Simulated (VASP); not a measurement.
Wanted: the native input for a VASP 6.6.1 run.

```
Task                   : single point
Functional             : r2SCAN
Potentials or basis    : VASP PAW PBE potentials, release 64 (Os)
Cutoff                 : 520 eV
k mesh                 : 20 × 20 × 20
Occupations            : gaussian, width 0.15 eV
Spin                   : no spin polarisation
Dipole correction      : no
Further INCAR settings : ALGO = Normal; EDIFF = 1e-06; NBANDS = 10
```

Os:

```xyz
1
Lattice="0.0729 1.9450 1.9450 1.9450 0.0729 1.9450 2.0179 2.0179 0.0000" Properties=species:S:1:pos:R:3 pbc="T T T"
Os    0.0000    0.0000    0.0000
```

This cell differs from its parent crystal: strain +0.0750 x Voigt [0, 0, 0, 0, 0, 1].

One way to write it, as run:

POSCAR

```
Os
1.0
    0.0729375000      1.9450000000      1.9450000000
    1.9450000000      0.0729375000      1.9450000000
    2.0179375000      2.0179375000      0.0000000000
Os
1
Direct
    0.0000000000      0.0000000000      0.0000000000
```

INCAR.step1

```
ALGO = Normal ; EDIFF = 1E-4
ENCUT = 520 ; GGA = PE
ISMEAR = 0 ; LASPH = True
LCHARG = False ; LREAL = False
LWAVE = True ; NBANDS = 10
NELM = 60 ; PREC = Accurate
SIGMA = 0.15
```

INCAR.step2

```
ALGO = Normal ; EDIFF = 1E-6
ENCUT = 520 ; ISIF = 2
ISMEAR = 0 ; ISTART = 1
LASPH = True ; LCHARG = False
LMIXTAU = True ; LREAL = False
LWAVE = False ; METAGGA = R2SCAN
NBANDS = 10 ; NELM = 60
PREC = Accurate ; SIGMA = 0.15
```

KPOINTS

```
k-points
0
Gamma
  20 20 20
```

Potentials or basis: VASP PAW PBE potentials, release 64 (Os).

Run with:

```console
$ cat potpaw_PBE.64/Os/POTCAR > POTCAR
$ cp INCAR.step1 INCAR
$ mpirun -np 1 vasp_std > vasp.out
$ cp INCAR.step2 INCAR
$ mpirun -np 1 vasp_std > vasp.out
```

It gave:

- Pressure: -13.7 GPa
- Band gap on the k mesh: zero (bands 4 and 5 overlap by 3.93 eV)

Caveat: the cell differs from its parent crystal (strain +0.0750 x Voigt [0, 0, 0, 0, 0, 1]); the cell stands under tension; the PAW data sets were made with another functional, which shifts forces and pressure a little; spin-orbit coupling is left out, which moves the levels of the heavy elements.

Wall time 3.2 min on 1 thread of Intel(R) Xeon(R) 6975P-C (Granite Rapids), on a shared host, peak memory 0.29 GiB.
